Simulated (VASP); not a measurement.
## Ru: single point with RPBE

The system is Ru.

```xyz
1
Lattice="-1.4932 1.4932 1.4932 1.4932 -1.4932 1.4932 1.4932 1.4932 -1.4932" Properties=species:S:1:pos:R:3 pbc="T T T"
Ru    0.0000    0.0000    0.0000
```

This cell differs from its parent crystal: volume scaled by 0.92.

```
Program                : VASP 6.6.1
Task                   : single point
Functional             : RPBE
Potentials or basis    : VASP PAW PBE potentials, release 64 (Ru_pv)
Cutoff                 : 520 eV
k mesh                 : 16 × 16 × 16
Occupations            : fermi-dirac, width 0.1 eV
Spin                   : no spin polarisation
Dipole correction      : no
Further INCAR settings : ALGO = Normal; EDIFF = 1e-07; NBANDS = 13
```

| Property | Result |
| --- | --- |
| Pressure | 26.8 GPa |
| Band gap on the k mesh | zero (band 7 reaches 15.39 eV, above the bottom of band 8 at 11.63 eV) |

Levels at points of the mesh, in eV from the Fermi level:
```
           k point  band 4  band 5  band 6  band 7  band 8  band 9  band 10  band 11
(0.00, 0.00, 0.00)   -8.25   -3.01   -3.01   -3.01   -0.11   -0.11    10.56    17.18
(0.50, 0.00, 0.00)   -6.56   -4.89   -0.12    0.39    1.24    2.60    10.56    10.87
(0.50, 0.50, 0.50)   -6.72   -6.72    1.94    1.94    1.94    9.64     9.64     9.64
```

Wall time 33 s on 1 thread of Intel(R) Xeon(R) Platinum 8175M CPU @ 2.50GHz (Skylake/Cascade Lake), with other jobs on the host, peak memory 0.14 GiB.

Caveat: the PAW data sets were made with another functional, which shifts forces and pressure a little.
